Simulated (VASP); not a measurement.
A run of VASP 6.6.1 is set up as follows.

Contents of INCAR:

```
PREC = Accurate ; ENCUT = 400
EDIFF = 1E-8 ; ISMEAR = 0
SIGMA = 0.01 ; LREAL = False
LASPH = True ; NELM = 120
ALGO = Normal ; ISIF = 2
LWAVE = False ; LCHARG = False
GGA = PE ; LEPSILON = True
GGA_COMPAT = False
```

The input KPOINTS:

```
regular mesh
0
Gamma
  6 6 4
```

File POSCAR:

```
PbS
1.0
    4.9970879552      0.0000000000      0.0000000000
   -2.4985439776      4.3276051142      0.0000000000
    0.0000000000      0.0000000000      5.9970707136
Pb S
2 2
Direct
    0.3333333333      0.6666666667      0.2500000000
    0.6666666667      0.3333333333      0.7500000000
    0.6666666667      0.3333333333      0.2500000000
    0.3333333333      0.6666666667      0.7500000000
```

Potentials or basis: VASP PAW PBE potentials, release 64 (Pb_d, S).

The run is started by

```sh
$ cat potpaw_PBE.64/Pb_d/POTCAR potpaw_PBE.64/S/POTCAR > POTCAR
$ mpirun -np 1 vasp_std > vasp.out
```

(1) Estimate the electronic dielectric tensor (diagonal).

(2) Predict the Born charges (mean of the diagonal).

(3) What does it give for the band gap on the k mesh?

## Answers

(1) 7.61, 7.61, 15.60.

(2) Pb +3.23; S -3.23 e.

(3) 1.42 eV.

Caveat: spin-orbit coupling is left out, which moves the levels of the heavy elements.
